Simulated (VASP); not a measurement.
# SiNi3 (P4/mmm) in VASP: a series of runs

The runs below take SiNi3 through single point, with PBE.

Program: VASP 6.6.1. These are calculated values, not measurements. Logs are shortened: lines on timing, memory, paths and dates and some standing lists are left out, and cuts for length are marked.

## (1) The cell of the first run

It takes space group P4/mmm (No. 123, tetragonal). The conventional cell has a = 3.506 Å, b = 3.506 Å, c = 3.611 Å, α = 90.00°, β = 90.00°, γ = 90.00°. Within 3.3 Å of Si (site symmetry 4/mmm) lie 12 Ni at 2.48 to 2.52 Å. Ni (site symmetry mmm) has 8 Ni at 2.48 to 2.52 Å and 4 Si at 2.52 Å within 3.3 Å. Within 3.3 Å of Ni (site symmetry 4/mmm) lie 4 Si at 2.48 Å and 8 Ni at 2.52 Å.

## (2) Single point, PBE (strain along c alone, the other axes held: +3.0 %)

INCAR

```
PREC = Accurate ; ENCUT = 600
EDIFF = 1E-6 ; ISMEAR = 0
SIGMA = 0.1 ; LREAL = F
LASPH = T ; NELM = 120
ALGO = Normal ; ISIF = 2
LWAVE = F ; LCHARG = F
GGA = PE ; NBANDS = 25
GGA_COMPAT = F
```

KPOINTS

```
regular mesh
0
Gamma
  14 14 14
```

POSCAR

```
SiNi3
1.0
    3.5062596440      0.0000000000      0.0000000000
    0.0000000000      3.5062596440      0.0000000000
    0.0000000000      0.0000000000      3.6114474333
Si Ni
1 3
Direct
    0.0000000000      0.0000000000      0.0000000000
    0.0000000000      0.5000000000      0.5000000000
    0.5000000000      0.0000000000      0.5000000000
    0.5000000000      0.5000000000      0.0000000000
```

Potentials or basis: VASP PAW PBE potentials, release 64 (Si, Ni).

The run is started by

```
$ cat potpaw_PBE.64/Si/POTCAR potpaw_PBE.64/Ni/POTCAR > POTCAR
$ mpirun -np 1 vasp_std > vasp.out
```

OUTCAR:

```text
PREC = Accurate
   ENCUT = 600
   EDIFF = 1E-6
   ISMEAR = 0
   LREAL = F
   LASPH = T
   NELM = 120
   ISIF = 2
   GGA = PE

 ion  position               nearest neighbor table
   1  0.000  0.000  0.000-   4 2.48   4 2.48   4 2.48   4 2.48   3 2.52   2 2.52   3 2.52   2 2.52
                             3 2.52   2 2.52   3 2.52   2 2.52
   2  0.000  0.500  0.500-   3 2.48   3 2.48   3 2.48   3 2.48   4 2.52   1 2.52   1 2.52   1 2.52
                             4 2.52   4 2.52   4 2.52   1 2.52
   3  0.500  0.000  0.500-   2 2.48   2 2.48   2 2.48   2 2.48   4 2.52   1 2.52   4 2.52   4 2.52
                             1 2.52   4 2.52   1 2.52   1 2.52
   4  0.500  0.500  0.000-   1 2.48   1 2.48   1 2.48   1 2.48   3 2.52   2 2.52   3 2.52   3 2.52
                             3 2.52   2 2.52   2 2.52   2 2.52

  LATTYP: Found a simple tetragonal cell.
 ALAT       =     3.5062596440
 C/A-ratio  =     1.0300000000

  Lattice vectors:

 A1 = (   3.5062596440,   0.0000000000,   0.0000000000)
 A2 = (   0.0000000000,   3.5062596440,   0.0000000000)
 A3 = (   0.0000000000,   0.0000000000,   3.6114474333)

Analysis of symmetry for initial positions (statically):
=====================================================================
 Subroutine PRICEL returns:
 Original cell was already a primitive cell.

 Routine SETGRP: Setting up the symmetry group for a
 simple tetragonal supercell.

 Subroutine GETGRP returns: Found 16 space group operations
 (whereof 16 operations were pure point group operations)
 out of a pool of 16 trial point group operations.

The static configuration has the point symmetry D_4h.

Analysis of symmetry for dynamics (positions and initial velocities):
=====================================================================
 Subroutine PRICEL returns:
 Original cell was already a primitive cell.

 Routine SETGRP: Setting up the symmetry group for a
 simple tetragonal supercell.

 Subroutine GETGRP returns: Found 16 space group operations
 (whereof 16 operations were pure point group operations)
 out of a pool of 16 trial point group operations.

The dynamic configuration has the point symmetry D_4h.

 Subroutine INISYM returns: Found 16 space group operations
 (whereof 16 operations are pure point group operations),
 and found     1 'primitive' translations

----------------------------------------------------------------------------------------

                                     Primitive cell

  volume of cell :      44.3986

  direct lattice vectors                    reciprocal lattice vectors
     3.506259644  0.000000000  0.000000000     0.285204207  0.000000000  0.000000000
     0.000000000  3.506259644  0.000000000     0.000000000  0.285204207  0.000000000
     0.000000000  0.000000000  3.611447433     0.000000000  0.000000000  0.276897288

  length of vectors
     3.506259644  3.506259644  3.611447433     0.285204207  0.285204207  0.276897288

  position of ions in fractional coordinates (direct lattice)
     0.000000000  0.000000000  0.000000000
     0.000000000  0.500000000  0.500000000
     0.500000000  0.000000000  0.500000000
     0.500000000  0.500000000  0.000000000

  ion indices of the primitive-cell ions
   primitive index   ion index
                 1           1
                 2           2
                 3           3
                 4           4

----------------------------------------------------------------------------------------

 KPOINTS: regular mesh

Automatic generation of k-mesh.
 Grid dimensions read from file:
 generate k-points for:   14   14   14

 Generating k-lattice:

  Cartesian coordinates                     Fractional coordinates (reciprocal lattice)
     0.020371729  0.000000000  0.000000000     0.071428571  0.000000000  0.000000000
     0.000000000  0.020371729  0.000000000     0.000000000  0.071428571  0.000000000
     0.000000000  0.000000000  0.019778378     0.000000000  0.000000000  0.071428571

  Length of vectors
     0.020371729  0.020371729  0.019778378

  Shift w.r.t. Gamma in fractional coordinates (k-lattice)
     0.000000000  0.000000000  0.000000000

 Subroutine IBZKPT returns following result:
 ===========================================

 Found    288 irreducible k-points:

 Following reciprocal coordinates:
            Coordinates               Weight
  0.000000  0.000000  0.000000      1.000000
  0.071429  0.000000  0.000000      4.000000
  0.142857  0.000000  0.000000      4.000000
  0.214286  0.000000  0.000000      4.000000
  0.285714  0.000000  0.000000      4.000000
  0.357143  0.000000  0.000000      4.000000
[... 16 lines left out ...]
  0.285714  0.214286  0.000000      8.000000
  0.357143  0.214286  0.000000      8.000000
 [... further k-points ...]
   k-points           NKPTS =    288   k-points in BZ     NKDIM =    288   number of bands    NBANDS=     25
   number of dos      NEDOS =    301   number of ions     NIONS =      4
   total plane-waves  NPLWV =  23520
   dimension x,y,z NGX =    28 NGY =   28 NGZ =   30
   dimension x,y,z NGXF=    56 NGYF=   56 NGZF=   60
   ions per type =               1   3
   NGX,Y,Z   is equivalent  to a cutoff of  13.28, 13.28, 13.81 a.u.
   NGXF,Y,Z  is equivalent  to a cutoff of  26.55, 26.55, 27.62 a.u.
 SYSTEM =  unknown system
   PREC   = accura    normal or accurate (medium, high low for compatibility)
   ISTART =      0    job   : 0-new  1-cont  2-samecut
   ICHARG =      2    charge: 1-file 2-atom 10-const
   ISPIN  =      1    spin polarized calculation?
   LNONCOLLINEAR =      F non collinear calculations
   LSORBIT =      F    spin-orbit coupling
   LASPH  =      T    aspherical Exc in radial PAW
   ENCUT  =  600.0 eV  44.10 Ry    6.64 a.u.   7.00  7.00  7.21*2*pi/ulx,y,z
   NELM   =    120;   NELMIN=  2; NELMDL= -5     # of ELM steps
   EDIFF  = 0.1E-05   stopping-criterion for ELM
   LREAL  =      F    real-space projection
   EDIFFG = 0.1E-04   stopping-criterion for IOM
   NSW    =      0    number of steps for IOM
   IBRION =     -1    ionic relax: 0-MD 1-quasi-New 2-CG
   NFREE  =      0    steps in history (QN), initial steepest desc. (CG)
   ISIF   =      2    stress and relaxation
   ISYM   =      2    0-nonsym 1-usesym 2-fastsym
   POTIM  = 0.5000    time-step for ionic-motion
   TEBEG  =    0.0;   TEEND  =   0.0 temperature during run
   PSTRESS=    0.0 pullay stress
   NELECT =      34.0000    total number of electrons
   NUPDOWN=      -1.0000    fix difference up-down
   EMIN   =  10.00;   EMAX   =-10.00  energy-range for DOS
   EFERMI =   0.00;   METHOD = LEGACY
   ISMEAR =     0;   SIGMA  =   0.10  broadening in eV -4-tet -1-fermi 0-gaus
   EFERMI_NEDOS =   21; number of points for ismear=-14 and -15
   IALGO  =     38    algorithm
   IMIX   =      4    mixing-type and parameters
     AMIX     =   0.40;   BMIX     =  1.00
     AMIX_MAG =   1.60;   BMIX_MAG =  1.00
  volume/ion in A,a.u.               =      11.10        74.90
  Fermi-wavevector in a.u.,A,eV,Ry     =   1.497768  2.830372 30.522087  2.243310
  Thomas-Fermi vector in A             =   2.609614
   LORBIT       =      0    0 simple, 1 ext, 2 COOP (PROOUT), +10 PAW based schemes
   GGA     = PE    functional components
   LHFCALC =     F    Hartree Fock is set to
   AEXX    =    0.0000 exact exchange contribution
   IVDW    =     0    specifies the selected vdW correction
   LEPSILON=     F    determine dielectric tensor
   LRPA    =     F    only Hartree local field effects (RPA)
 non-spin polarized calculation
 Gauss-broadening in eV      SIGMA  =   0.10
  energy-cutoff  :      600.00
  volume of cell :       44.40
 maximum number of plane-waves:      1508
   NGX = 15   NGY = 15   NGZ = 15

 number of electron      33.9999993 magnetization

 Free energy of the ion-electron system (eV)
  ---------------------------------------------------
  ext. energy  EPLUGINS =         0.00000000
  ---------------------------------------------------
  free energy    TOTEN  =       -23.64917889 eV

  energy without entropy =      -23.63959599  energy(sigma->0) =      -23.64438744

 E-fermi :  10.2199     XC(G=0): -12.9352

 val. band max:       10.2197215510   @ k =   0.0714   0.0714   0.2143
 cond. band min:      10.2231143259   @ k =   0.0714   0.0714   0.2857
 fundamental gap:      0.0033927750
 Fermi energy:        10.2199088229

 k-point     1 :       0.0000    0.0000    0.0000
  band No.  band energies     occupation
      1      -1.4783      2.00000
      2       5.5302      2.00000
      3       6.3246      2.00000
      4       6.3611      2.00000
      5       6.8366      2.00000
      6       6.8366      2.00000
[... 17 lines left out ...]
     24      20.6281      0.00000
     25      20.6281      0.00000

 k-point     2 :       0.0714    0.0000    0.0000
  band No.  band energies     occupation
      1      -1.4187      2.00000
      2       5.5477      2.00000
      3       6.2651      2.00000
      4       6.3780      2.00000
      5       6.8245      2.00000
      6       6.8540      2.00000
[... 17 lines left out ...]
     24      20.4587      0.00000
     25      20.5092      0.00000

 k-point     3 :       0.1429    0.0000    0.0000
  band No.  band energies     occupation
      1      -1.2413      2.00000
      2       5.5338      2.00000
      3       6.0500      2.00000
      4       6.4995      2.00000
      5       6.7867      2.00000
      6       6.8401      2.00000
[... 552 lines left out ...]
 k-point    23 :       0.2857    0.2143    0.0000
  band No.  band energies     occupation
      1      -0.0732      2.00000
      2       4.7911      2.00000
      3       5.6306      2.00000
      4       6.5261      2.00000
      5       6.5351      2.00000
      6       7.0721      2.00000
[... 17 lines left out ...]
     24      19.3479      0.00000
     25      19.7803      0.00000

 k-point    24 :       0.3571    0.2143    0.0000
  band No.  band energies     occupation
      1       0.3622      2.00000
      2       4.0782      2.00000
      3       5.7756      2.00000
      4       6.4737      2.00000
      5       6.6386      2.00000
      6       7.2564      2.00000
[... 17 lines left out ...]
     24      19.2480      0.00000
     25      20.1251      0.00000

 [... further k-points ...]

------------------------ aborting loop because EDIFF is reached ----------------------------------------

  FORCE on cell =-STRESS in cart. coord.  units (eV):
  Direction    XX          YY          ZZ          XY          YZ          ZX
  --------------------------------------------------------------------------------------
  -------------------------------------------------------------------------------------
  Total       -1.2036621     -1.2036621     -2.4314713      0.0000000      0.0000000      0.0000000
  in kB      -43.4355906    -43.4355906    -87.7425560      0.0000000      0.0000000      0.0000000
  external PRESSURE =     -58.2045791 kB  Pullay stress =       0.0000000 kB

 VOLUME and BASIS-vectors are now :
 -----------------------------------------------------------------------------
  energy-cutoff  :      600.00
  volume of cell :       44.40
      direct lattice vectors                 reciprocal lattice vectors
     3.506259644  0.000000000  0.000000000     0.285204207  0.000000000  0.000000000
     0.000000000  3.506259644  0.000000000     0.000000000  0.285204207  0.000000000
     0.000000000  0.000000000  3.611447433     0.000000000  0.000000000  0.276897288

 POSITION                                       TOTAL-FORCE (eV/Angst)
 -----------------------------------------------------------------------------------
      0.00000      0.00000      0.00000         0.000000      0.000000      0.000000
      0.00000      1.75313      1.80572         0.000000      0.000000      0.000000
      1.75313      0.00000      1.80572         0.000000      0.000000      0.000000
      1.75313      1.75313      0.00000         0.000000      0.000000      0.000000
 -----------------------------------------------------------------------------------
    total drift:                                0.000000      0.000000      0.000000

  FREE ENERGIE OF THE ION-ELECTRON SYSTEM (eV)
  ---------------------------------------------------
  free  energy   TOTEN  =       -23.6491788941 eV

  energy  without entropy=      -23.6395959874  energy(sigma->0) =      -23.64438744
```

Run time: 3.9 min. Hardware: 1 thread of Intel Xeon Platinum 8488C (Sapphire Rapids), shared host; peak memory 0.42 GiB.

What came out:

| Property | Result |
| --- | --- |
| Free energy | -23.6492 eV |
| Pressure | -5.8 GPa |
| Band gap on the k mesh | zero (bands 17 and 18 overlap by 0.32 eV) |

Stress tensor (GPa, compression positive):
```
-4.34  0.00  0.00
 0.00 -4.34  0.00
 0.00  0.00 -8.77
```

Levels at points of the mesh, in eV from the Fermi level:
| k point | band 15 | band 16 | band 17 | band 18 | band 19 | band 20 |
| --- | --- | --- | --- | --- | --- | --- |
| (0.00, 0.00, 0.00) | -0.52 | -0.29 | -0.02 | -0.02 | 0.11 | 4.50 |
| (0.50, 0.00, 0.00) | -1.09 | -0.57 | -0.02 | 3.35 | 3.71 | 4.83 |
| (0.50, 0.50, 0.00) | -1.01 | -0.97 | -0.85 | 0.68 | 0.68 | 5.27 |
| (0.00, 0.00, 0.50) | -1.10 | -0.47 | 0.11 | 3.41 | 3.41 | 5.13 |
| (0.50, 0.00, 0.50) | -1.09 | -0.97 | -0.93 | 0.59 | 0.59 | 5.48 |
| (0.50, 0.50, 0.50) | -1.11 | -0.33 | -0.24 | -0.18 | -0.18 | 1.08 |

Caveat: the cell differs from its parent crystal (strain along c alone, the other axes held: +3.0 %); the cell stands under tension. Spin polarisation is off, so any magnetic state and its effect on volume and gap are missing.

## (3) Single point, PBE (strain along c alone, the other axes held: +4.5 %)

INCAR

```
SYSTEM = SiNi3
  PREC = Accurate
  ENCUT = 600
  EDIFF = 1E-6
  ISMEAR = 0
  SIGMA = 0.1
  LREAL = .FALSE.
  LASPH = .TRUE.
  NELM = 120
  ALGO = Normal
  ISIF = 2
  LWAVE = .FALSE.
  LCHARG = .FALSE.
  GGA = PE
  NBANDS = 25
  GGA_COMPAT = .FALSE.
```

KPOINTS

```
regular mesh
0
G
  14 14 14
  0 0 0
```

POSCAR: that of step 2 with these lines changed.

```diff
@@ -4,3 +4,3 @@
     0.0000000000      3.5062596440      0.0000000000
-    0.0000000000      0.0000000000      3.6114474333
+    0.0000000000      0.0000000000      3.6640413280
 Si Ni
```

Potentials or basis: VASP PAW PBE potentials, release 64 (Si, Ni).

The run is started by

```
$ cat potpaw_PBE.64/Si/POTCAR potpaw_PBE.64/Ni/POTCAR > POTCAR
$ mpirun -np 1 vasp_std > vasp.out
```

It took 3.5 min on 1 thread of Intel Xeon Platinum 8488C (Sapphire Rapids), shared host; peak memory 0.42 GiB.

It converged, with:

| Quantity | Value |
| --- | --- |
| Free energy | -23.6062 eV |
| Pressure | -8.4 GPa |
| Band gap on the k mesh | zero (bands 17 and 18 overlap by 0.34 eV) |

Stress tensor (GPa, compression positive):
```
 -6.20   0.00   0.00
  0.00  -6.20   0.00
  0.00   0.00 -12.74
```

Levels at points of the mesh, in eV from the Fermi level:
```
           k point  band 14  band 15  band 16  band 17  band 18  band 19  band 20  band 21
(0.00, 0.00, 0.00)    -0.57    -0.48    -0.29    -0.04    -0.04     0.14     4.32     5.96
(0.50, 0.00, 0.00)    -1.15    -1.07    -0.59    -0.04     3.24     3.75     4.61     4.73
(0.50, 0.50, 0.00)    -1.27    -0.96    -0.95    -0.81     0.69     0.69     5.12     5.79
(0.00, 0.00, 0.50)    -1.13    -1.08    -0.43     0.14     3.31     3.31     5.10     5.35
(0.50, 0.00, 0.50)    -1.28    -1.09    -0.96    -0.93     0.55     0.56     5.42     6.29
(0.50, 0.50, 0.50)    -1.29    -1.05    -0.30    -0.25    -0.18    -0.18     1.02     3.67
```

Caveat: the cell differs from its parent crystal (strain along c alone, the other axes held: +4.5 %); the cell stands under tension. Spin polarisation is off, so any magnetic state and its effect on volume and gap are missing.
